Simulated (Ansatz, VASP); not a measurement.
One calculation of LiNbO3, two programs

```
Li Nb O
1.0
     2.55813    1.47694    4.61283
    -2.55813    1.47694    4.61283
     0.00000   -2.95387    4.61283
Li Nb O
2 2 6
Direct
  0.78218 0.78218 0.78218
  0.28218 0.28218 0.28218
  0.50002 0.50002 0.50002
  0.00002 0.00002 0.00002
  0.60603 0.21895 0.86482
  0.86482 0.60603 0.21895
  0.10603 0.36482 0.71895
  0.21895 0.86482 0.60603
  0.71895 0.10603 0.36482
  0.36482 0.71895 0.10603
```

Alike in both runs: task single point; functional r2SCAN; dispersion rVV10; k mesh 8 × 8 × 8; occupations fermi-dirac, width 0.03 eV; no spin polarisation.

|  | VASP | Ansatz |
| --- | --- | --- |
| version | VASP 6.6.1 | Ansatz 0.2.0 |
| potentials or method | VASP PAW PBE potentials, release 64 (Li_sv, Nb_sv, O) | plane waves, PAW |
| plane-wave cutoff (eV) | 520 | 500 |
| valence electrons in the cell | 68 | 68 |

```tsv
	VASP	Ansatz	Ansatz less VASP
gap on the k mesh at the Fermi level (eV)	3.99	4.00	+0.013
rms of the force components (eV/Å)	0.012	0.002	-0.0108
```

VASP's potentials were made for PBE, not for r2SCAN. Atom by atom the forces differ by 0.011 eV/Å (rms over components).

Noted on VASP's run: the cutoff is short for stress, so the pressure is rough.
